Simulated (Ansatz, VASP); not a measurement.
# Na3Mn: VASP beside Ansatz

```
Na Mn
1.0
     4.92114    0.00000    0.00000
     0.00000    4.92114    0.00000
     0.00000    0.00000    4.92114
Na Mn
3 1
Direct
  0.00000 0.50000 0.50000
  0.50000 0.00000 0.50000
  0.50000 0.50000 0.00000
  0.00000 0.00000 0.00000
```

Alike in both runs: functional PBE; k mesh 4 × 4 × 4; occupations gaussian, width 0.1 eV; collinear spin.

Ansatz relaxed the structure, and its values are those at the end. VASP's run is a single point on that final structure, the one shown.

|  | VASP | Ansatz |
| --- | --- | --- |
| version | VASP 6.6.1 | Ansatz 0.2.0 |
| potentials or method | VASP PAW PBE potentials, release 64 (Na_pv, Mn_pv), cutoff 520 eV | scalar-relativistic, plane waves, PAW |
| valence electrons in the cell | 34 | 42 |

Ansatz gave:

| Property | Result |
| --- | --- |
| gap on the k mesh at the Fermi level (eV) | none |
| pressure (GPa) | -0.1 |
| net moment per atom (μB) | 1.11 |
| size of the moment on the site where the two differ most (μB) | 4.56 |

Problem. What did VASP give for the same quantities?

Solution. gap on the k mesh at the Fermi level (eV): none; pressure (GPa): -0.1; net moment per atom (μB): 1.10; size of the moment on the site where the two differ most (μB): 4.27.

Site moments also hang on the region over which each program counts them. A gap of «none» marks a metal or a gap that the smearing closes. VASP's potentials hold 34 valence electrons a cell and Ansatz's 42, so a difference there can come from the potentials and not from the codes.
